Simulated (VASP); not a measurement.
**SnO: single point with r2SCAN**

The system is SnO.

```
Sn O
1.0
     2.57649   -2.57649    0.00000
     2.57649    2.57649    0.00000
     0.00000    0.00000    8.51281
Sn O
4 4
Direct
  0.75000 0.25000 0.88646
  0.25000 0.75000 0.11354
  0.75000 0.25000 0.38646
  0.25000 0.75000 0.61354
  0.25000 0.25000 0.25000
  0.75000 0.75000 0.75000
  0.25000 0.25000 0.75000
  0.75000 0.75000 0.25000
```

```
Program             : VASP 6.6.1
Task                : single point
Functional          : r2SCAN
Potentials or basis : VASP PAW PBE potentials, release 64 (Sn_d, O)
Cutoff              : 520 eV
k mesh              : 10 × 10 × 4
Occupations         : gaussian, width 0.1 eV
Spin                : no spin polarisation
```

```json
{"Pressure": "15.9 GPa", "Largest force": "0.156 eV/Å", "Band gap on the k mesh": "zero (bands 40 and 41 overlap by 1.50 eV)"}
```

Forces on the atoms (eV/Å):
```
Sn   0.000  0.000  0.156
Sn   0.000  0.000 -0.156
Sn   0.000  0.000  0.156
Sn   0.000  0.000 -0.156
O    0.000  0.000  0.000
O    0.000  0.000  0.000
O    0.000  0.000  0.000
O    0.000  0.000  0.000
```

Levels at points of the mesh, in eV from the Fermi level:
```tsv
k point	band 36	band 37	band 38	band 39	band 40	band 41	band 42	band 43	band 44	band 45
(0.00, 0.00, 0.00)	-3.91	-3.91	-2.94	-1.29	0.46	2.00	2.00	2.44	3.49	3.74
(0.50, 0.00, 0.00)	-5.77	-3.82	-3.82	-2.29	-2.29	3.96	3.96	4.69	4.69	5.21
(0.50, 0.50, 0.00)	-3.18	-3.18	-3.18	-2.35	-2.35	-1.04	-1.04	1.98	1.98	5.13
(0.00, 0.00, 0.50)	-3.91	-3.91	-3.91	0.31	0.31	2.47	2.47	2.86	2.86	2.86
(0.50, 0.00, 0.50)	-5.82	-2.95	-2.95	-2.95	-2.95	4.32	4.32	4.32	4.32	5.64
(0.50, 0.50, 0.50)	-3.18	-3.17	-3.17	-3.17	-3.17	0.30	0.30	0.30	0.30	6.19
```

Run time: 41 min on 1 thread of Oxide Virtual Turin-like Processor, on a shared host, peak memory 0.46 GiB.

Caveat: the cell stands under pressure; the PAW data sets were made with another functional, which shifts forces and pressure a little; spin-orbit coupling is left out, which moves the levels of the heavy elements.
